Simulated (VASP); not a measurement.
# BN (P6_3/mmc) in VASP: notebook, part 2 of 2

VASP 6.6.1. Earlier steps stand in the parts before.

## Step 3: Single point, PBE

INCAR

```
SYSTEM = BN
PREC = Accurate
ENCUT = 520
EDIFF = 1E-6
ISMEAR = -1
SIGMA = 0.01
LREAL = .False.
LASPH = .True.
NELM = 60
ALGO = Normal
ISIF = 2
LWAVE = .False.
LCHARG = .False.
GGA = PE
NBANDS = 16
ISYM = 0
```

KPOINTS

```
Automatic mesh
0
Gamma
  8 8 4
  0.5 0.5 0.5
```

POSCAR

```
BN
1.0
    2.4883437615     -0.0000000007      0.0000000000
   -1.2441718801      2.1549689112      0.0000000000
    0.0000000000      0.0000000000      6.4954828750
B N
2 2
Direct
    0.3333333333      0.6666666667      0.2500000000
    0.6666666667      0.3333333333      0.7500000000
    0.3333333333      0.6666666667      0.7500000000
    0.6666666667      0.3333333333      0.2500000000
```

Potentials or basis: VASP PAW PBE potentials, release 64 (B, N).

Run with:

```sh
cat potpaw_PBE.64/B/POTCAR potpaw_PBE.64/N/POTCAR > POTCAR
mpirun -np 1 vasp_std > vasp.out
```

OUTCAR:

```text
SYSTEM = BN
   PREC = Accurate
   ENCUT = 520
   EDIFF = 1E-6
   ISMEAR = -1
   LREAL = .False.
   LASPH = .True.
   NELM = 60
   ISIF = 2
   GGA = PE
   ISYM = 0

 ion  position               nearest neighbor table
   1  0.333  0.667  0.250-   4 1.44   4 1.44   4 1.44
   2  0.667  0.333  0.750-   3 1.44   3 1.44   3 1.44
   3  0.333  0.667  0.750-   2 1.44   2 1.44   2 1.44
   4  0.667  0.333  0.250-   1 1.44   1 1.44   1 1.44

IMPORTANT INFORMATION: All symmetrisations will be switched off!
NOSYMM: (Re-)initialisation of all symmetry stuff for point group C_1.

----------------------------------------------------------------------------------------

                                     Primitive cell

  volume of cell :      34.8308

  direct lattice vectors                    reciprocal lattice vectors
     2.488343761 -0.000000001  0.000000000     0.401873735  0.232021909  0.000000000
    -1.244171880  2.154968911  0.000000000     0.000000000  0.464043818  0.000000000
     0.000000000  0.000000000  6.495482875     0.000000000  0.000000000  0.153953142

[... 130 lines left out ...]
  free energy    TOTEN  =       -35.11542781 eV

  energy without entropy =      -35.11542781  energy(sigma->0) =      -35.11542781

 E-fermi :   2.8433     XC(G=0): -10.2555

 val. band max:        2.5695008277   @ k =  -0.3125  -0.3750   0.1250
 cond. band min:       6.9784794749   @ k =   0.1250   0.4375   0.1250
 fundamental gap:      4.4089786472
 Fermi energy:         2.8432585876

 k-point     1 :       0.0625    0.0625    0.1250
  band No.  band energies     occupation
      1     -15.1560      2.00000
      2     -14.8452      2.00000
      3      -3.4805      2.00000
      4      -1.3537      2.00000
      5       0.3332      2.00000
      6       0.3651      2.00000
[... 433 lines left out ...]
      3      -4.5960      2.00000
      4      -4.5066      2.00000
      5      -1.3594      2.00000
      6      -1.2889      2.00000
[... 8 lines left out ...]
     15      18.6532      0.00000
     16      20.9723      0.00000

 [... further k-points ...]
[... 5 lines left out ...]
  --------------------------------------------------------------------------------------
  -------------------------------------------------------------------------------------
  Total        2.4043803      2.4043801      0.8062074      0.0000003      0.0000000      0.0000001
  in kB      110.5989284    110.5989196     37.0846817      0.0000153      0.0000006      0.0000055
  external PRESSURE =      86.0941766 kB  Pullay stress =       0.0000000 kB

 VOLUME and BASIS-vectors are now :
 -----------------------------------------------------------------------------
  energy-cutoff  :      520.00
  volume of cell :       34.83
      direct lattice vectors                 reciprocal lattice vectors
     2.488343761 -0.000000001  0.000000000     0.401873735  0.232021909  0.000000000
    -1.244171880  2.154968911  0.000000000     0.000000000  0.464043818  0.000000000
     0.000000000  0.000000000  6.495482875     0.000000000  0.000000000  0.153953142

 POSITION                                       TOTAL-FORCE (eV/Angst)
 -----------------------------------------------------------------------------------
      0.00000      1.43665      1.62387        -0.000000      0.000000      0.000000
      1.24417      0.71832      4.87161         0.000001      0.000000      0.000000
      0.00000      1.43665      4.87161        -0.000000     -0.000000     -0.000001
      1.24417      0.71832      1.62387        -0.000000     -0.000000     -0.000000
 -----------------------------------------------------------------------------------
    total drift:                               -0.000000     -0.000000     -0.000002

  FREE ENERGIE OF THE ION-ELECTRON SYSTEM (eV)
  ---------------------------------------------------
  free  energy   TOTEN  =       -35.1154278075 eV

  energy  without entropy=      -35.1154278075  energy(sigma->0) =      -35.11542781
```

stdout:

```text
POSCAR found type information on POSCAR B N
 POSCAR found :  2 types and       4 ions
 scaLAPACK will be used
 LDA part: xc-table for (Slater+PW92), standard interpolation
 POSCAR, INCAR and KPOINTS ok, starting setup
 FFT: planning ... GRIDC
 FFT: planning ... GRID_SOFT
 FFT: planning ... GRID
 WAVECAR not read
 entering main loop
```

It took 1.9 min on 1 thread of Intel Xeon Platinum 8488C (Sapphire Rapids), shared host; peak memory 0.28 GiB.

Results:

```yaml
Free_energy: -35.1154 eV
Pressure: 8.6 GPa
Band_gap_on_the_k_mesh: 4.41 eV (least direct gap 4.72 eV)
```

Caveat: the stress differs along the axes, from 4 to 11 GPa; a shifted mesh leaves out Γ, where band edges can lie; this functional lacks dispersion, which binds layers or chains, so the pressure and a relaxed spacing across them are unreliable. A k mesh can miss the band edges.

## Step 4: Relaxation of the atoms, PBE

INCAR

```
  ALGO = Normal
  EDIFF = 1E-6
  EDIFFG = -0.03
  ENCUT = 520
  GGA = PE
  IBRION = 2
  ISIF = 2
  ISMEAR = 0
  ISYM = 0
  LASPH = True
  LCHARG = False
  LREAL = False
  LWAVE = False
  NELM = 100
  NSW = 100
  PREC = Accurate
  SIGMA = 0.01
```

KPOINTS

```
Automatic mesh
0
Gamma
  4 4 2
  0.25 0.25 0.25
```

POSCAR

```
BN
1.0
    2.4883437625      0.0000000000      0.0000000000
   -1.2441718800      2.1549689100      0.0000000000
    0.0000000000      0.0000000000      6.4954828750
B N
2 2
Direct
    0.3333333300      0.6666666700      0.2500000000
    0.6666666700      0.3333333300      0.7500000000
    0.3333333300      0.6666666700      0.7500000000
    0.6666666700      0.3333333300      0.2500000000
```

Potentials or basis: VASP PAW PBE potentials, release 64 (B, N).

Run with:

```sh
cat potpaw_PBE.64/B/POTCAR potpaw_PBE.64/N/POTCAR > POTCAR
mpirun -np 1 vasp_std > vasp.out
```

OUTCAR:

```text
EDIFF = 1E-6
   EDIFFG = -0.03
   ENCUT = 520
   GGA = PE
   IBRION = 2
   ISIF = 2
   ISMEAR = 0
   ISYM = 0
   LASPH = True
   LREAL = False
   NELM = 100
   NSW = 100
   PREC = Accurate

 ion  position               nearest neighbor table
   1  0.333  0.667  0.250-   4 1.44   4 1.44   4 1.44
   2  0.667  0.333  0.750-   3 1.44   3 1.44   3 1.44
   3  0.333  0.667  0.750-   2 1.44   2 1.44   2 1.44
   4  0.667  0.333  0.250-   1 1.44   1 1.44   1 1.44

IMPORTANT INFORMATION: All symmetrisations will be switched off!
NOSYMM: (Re-)initialisation of all symmetry stuff for point group C_1.

[... 522 lines left out ...]
  Total        2.4268705      2.4268759      0.7880149      0.0000023      0.0000005     -0.0000010
  in kB      111.6334512    111.6337007     36.2478426      0.0001045      0.0000214     -0.0000445
  external PRESSURE =      86.5049982 kB  Pullay stress =       0.0000000 kB

 VOLUME and BASIS-vectors are now :
 -----------------------------------------------------------------------------
  energy-cutoff  :      520.00
  volume of cell :       34.83
      direct lattice vectors                 reciprocal lattice vectors
     2.488343763  0.000000000  0.000000000     0.401873734  0.232021909  0.000000000
    -1.244171880  2.154968910  0.000000000     0.000000000  0.464043818  0.000000000
     0.000000000  0.000000000  6.495482875     0.000000000  0.000000000  0.153953142

 POSITION                                       TOTAL-FORCE (eV/Angst)
 -----------------------------------------------------------------------------------
     -0.00000      1.43665      1.62387         0.000001     -0.000001      0.000000
      1.24417      0.71832      4.87161        -0.000001      0.000001      0.000000
     -0.00000      1.43665      4.87161         0.000001     -0.000001      0.000000
      1.24417      0.71832      1.62387        -0.000002      0.000002     -0.000001
 -----------------------------------------------------------------------------------
    total drift:                               -0.000000      0.000001     -0.000000

  FREE ENERGIE OF THE ION-ELECTRON SYSTEM (eV)
  ---------------------------------------------------
  free  energy   TOTEN  =       -35.1267004763 eV

  energy  without entropy=      -35.1267004763  energy(sigma->0) =      -35.12670048

 reached required accuracy - stopping structural energy minimisation
```

CONTCAR:

```text
BN
   1.00000000000000
     2.4883437625000000    0.0000000000000000    0.0000000000000000
    -1.2441718799999999    2.1549689100000000    0.0000000000000000
     0.0000000000000000    0.0000000000000000    6.4954828750000004
  B               N
     2     2
Direct
     0.3333333300000021    0.6666666699999979    0.2500000000000000
     0.6666666699999979    0.3333333300000021    0.7500000000000000
     0.3333333300000021    0.6666666699999979    0.7500000000000000
     0.6666666699999979    0.3333333300000021    0.2500000000000000

  0.00000000E+00  0.00000000E+00  0.00000000E+00
  0.00000000E+00  0.00000000E+00  0.00000000E+00
  0.00000000E+00  0.00000000E+00  0.00000000E+00
  0.00000000E+00  0.00000000E+00  0.00000000E+00
```

Run time: 60 s. Hardware: 1 thread of Intel Xeon Platinum 8488C (Sapphire Rapids), shared host; peak memory 0.19 GiB.

What came out:

- Free energy: -35.1267 eV
- Pressure after relaxing: 8.7 GPa
- Band gap on the k mesh: 4.41 eV (least direct gap 4.71 eV)

Final structure:
```cif
data_structure
_symmetry_space_group_name_H-M 'P 1'
_symmetry_Int_Tables_number 1
_cell_length_a 2.4883
_cell_length_b 2.4883
_cell_length_c 6.4955
_cell_angle_alpha 90.000
_cell_angle_beta 90.000
_cell_angle_gamma 120.000
_cell_volume 34.83
loop_
_atom_site_label
_atom_site_type_symbol
_atom_site_fract_x
_atom_site_fract_y
_atom_site_fract_z
_atom_site_occupancy
B1 B 0.33333 0.66667 0.25000 1
B2 B 0.66667 0.33333 0.75000 1
N1 N 0.33333 0.66667 0.75000 1
N2 N 0.66667 0.33333 0.25000 1
```

Levels at points of the mesh, in eV from the valence-band top:
```
           k point  band 5  band 6  band 7  band 8  band 9  band 10  band 11  band 12
(0.06, 0.06, 0.12)   -2.24   -2.21   -1.80   -1.76    5.97    10.25    11.58    11.73
```

Caveat: a shifted mesh leaves out Γ, where band edges can lie; this functional lacks dispersion, which binds layers or chains, so the pressure and a relaxed spacing across them are unreliable. A k mesh can miss the band edges.

## Step 5: Summary

| task | cell | k mesh | smearing | gap on the mesh (eV) | pressure (GPa) |
| --- | --- | --- | --- | --- | --- |
| single point | a = 2.488, b = 2.488, c = 6.495 Å, angles 90.0, 90.0, 120.0°, 4 atoms | 4 × 4 × 2, shifted | gaussian 0.01 eV | 4.41 | 8.6 |
| single point | a = 2.488, b = 2.488, c = 6.495 Å, angles 90.0, 90.0, 120.0°, 4 atoms | 8 × 8 × 4, shifted | fermi-dirac 0.01 eV | 4.41 | 8.6 |
| relaxation of the atoms | atoms relaxed from a = 2.488, b = 2.488, c = 6.495 Å, angles 90.0, 90.0, 120.0°, 4 atoms | 4 × 4 × 2, shifted | gaussian 0.01 eV | 4.41 | 8.7 |

Alike in all rows: level PBE; potentials or basis VASP PAW PBE potentials, release 64 (B, N); no spin polarisation; cutoff (eV) 520.

Caveats: a shifted mesh leaves out Γ, where band edges can lie; this functional lacks dispersion, which binds layers or chains, so the pressure and a relaxed spacing across them are unreliable; the stress differs along the axes, from 4 to 11 GPa (at least some runs).

Absolute energies hang on the potentials; compare differences alone.
